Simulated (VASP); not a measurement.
Runs of VASP 6.6.1 on B4N3. The structure is that of space group C2 (No. 5), or close to it. The cells are those of the table. 

```csv
cell,k mesh,smearing,gap on the mesh (eV),pressure (GPa),largest force (eV/Å)
"a = 4.874, b = 4.874, c = 3.331 Å, angles 104.8, 104.8, 119.2°, 7 atoms",8 × 8 × 10,gaussian 0.1 eV,none,0.1,0.02
"a = 3.331, b = 4.336, c = 4.874 Å, angles 112.3, 104.8, 101.1°, 7 atoms",8 × 8 × 8,gaussian 0.2 eV,none,0.1,0.05
"a = 3.316, b = 4.863, c = 4.864 Å, angles 119.1, 75.5, 75.5°, 7 atoms",6 × 6 × 6,gaussian 0.2 eV,none,0.0,0.02
"a = 4.835, b = 4.835, c = 3.166 Å, angles 104.7, 104.7, 119.1°, 7 atoms",8 × 8 × 10,gaussian 0.1 eV,none,(a),0.02
```

Alike in all rows: task single point; level PBE; potentials or basis VASP PAW PBE potentials, release 64 (B, N); no spin polarisation; cutoff (eV) 520.

**Question.** Fill in the values left out.

**Answer.** (a) 6.3.

Caveats: some runs use coarse meshes.

A gap of «none» marks levels without a gap at the run's occupations.
